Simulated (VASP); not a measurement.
Here is a VASP 6.6.1 calculation.

Contents of INCAR:

```
  ALGO = Fast
  EDIFF = 1E-7
  ENCUT = 520
  GGA = PE
  ISIF = 2
  ISMEAR = 0
  LASPH = True
  LCHARG = True
  LELF = True
  LREAL = False
  LVHAR = True
  LWAVE = False
  NBANDS = 16
  NELM = 100
  PREC = Accurate
  SIGMA = 0.1
```

File KPOINTS:

```
k-points
0
Gamma
  8 8 6
```

The input POSCAR:

```
Cs
1.0
    5.3028107096      0.0000000000      0.0000000000
    0.0000000000      5.3028107096      0.0000000000
    0.0000000000      0.0000000000      8.0752556224
Cs
2
Direct
    0.0000000000      0.0000000000      0.0000000000
    0.5000000000      0.5000000000      0.5000000000
```

Potentials or basis: VASP PAW PBE potentials, release 64 (Cs_sv).

Command:

```sh
$ cat potpaw_PBE.64/Cs_sv/POTCAR > POTCAR
$ mpirun -np 1 vasp_std > vasp.out
```

Task: What does it give for the band gap on the k mesh?

Result: Zero (bands 9 and 10 overlap by 1.66 eV).

Task: Predict the pressure.

Result: 0.1 GPa.

Caveat: the cell differs from its parent crystal (biaxial strain in the a-b plane: -2.0 %, then relaxed in part); spin-orbit coupling is left out, which moves the levels of the heavy elements.
